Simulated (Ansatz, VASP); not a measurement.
## B3Pd: VASP beside Ansatz

```xyz
4
Lattice="2.8899 0.0000 0.0000 -1.4450 2.5028 0.0000 0.0000 0.0000 4.6829" Properties=species:S:1:pos:R:3 pbc="T T T"
B     0.0000    0.0000    2.3415
B     0.0000    1.6685    2.9724
B     1.4450    0.8343    1.7105
Pd    0.0000    0.0000    0.0000
```

Alike in both runs: task single point; functional PBE; k mesh 6 × 6 × 4; occupations gaussian, width 0.1 eV; no spin polarisation.

|  | VASP | Ansatz |
| --- | --- | --- |
| version | VASP 6.6.1 | Ansatz 0.2.0 |
| potentials or method | VASP PAW PBE potentials, release 64 (B, Pd), cutoff 500 eV | scalar-relativistic, plane waves, PAW |
| valence electrons in the cell | 19 | 27 |

|  | VASP | Ansatz | Ansatz less VASP |
| --- | --- | --- | --- |
| gap on the k mesh at the Fermi level (eV) | none | none | - |
| pressure (GPa) | 0.7 | 0.6 | -0.05 |
| traceless stress, the component that is largest in VASP (GPa) | -0.30 | -0.43 | -0.129 |
| rms of the force components (eV/Å) | 0.053 | 0.050 | -0.0028 |

Atom by atom the forces differ by 0.003 eV/Å (rms over components). A gap of «none» marks a metal or a gap that the smearing closes. With one functional, cell and mesh, what is left measures potentials, basis and numerics. VASP's potentials hold 19 valence electrons a cell and Ansatz's 27, so a difference there can come from the potentials and not from the codes.

The k mesh is coarse, so the values compare programs but aren't converged.
